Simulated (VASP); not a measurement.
A run of VASP 6.6.1:

File INCAR:

```
SYSTEM = Ge
  ALGO = Normal
  EDIFF = 1E-6
  ENCUT = 520
  GGA = PS
  ISIF = 2
  ISMEAR = -1
  LASPH = .True.
  LCHARG = .True.
  LELF = .True.
  LREAL = .False.
  LVHAR = .True.
  LWAVE = .False.
  NBANDS = 21
  NELM = 100
  PREC = Accurate
  SIGMA = 0.02
```

File KPOINTS:

```
k-points
0
Gamma
  6 6 6
  0 0 0
```

File POSCAR:

```
Ge
1.0
    0.0000000000      2.8477694000      2.7915650629
    2.8477694000      0.0000000000      2.7915650629
    2.8477694000      2.8477694000      0.0000000000
Ge
2
Direct
    0.0000000000      0.0000000000      0.0000000000
    0.2500000000      0.2500000000      0.2500000000
```

Potentials or basis: VASP PAW PBE potentials, release 64 (Ge_d).

Run with:

```bash
$ cat potpaw_PBE.64/Ge_d/POTCAR > POTCAR
$ mpirun -np 1 vasp_std > vasp.out
```

Hardware: 1 thread of Intel(R) Xeon(R) 6975P-C (Granite Rapids), on a shared host.

Q: How long does it take, and how much memory?

A: Run time: 12 s on 1 thread of Intel(R) Xeon(R) 6975P-C (Granite Rapids), with other jobs on the host, peak memory 0.16 GiB. Counts: scf iterations 12, k points 30.
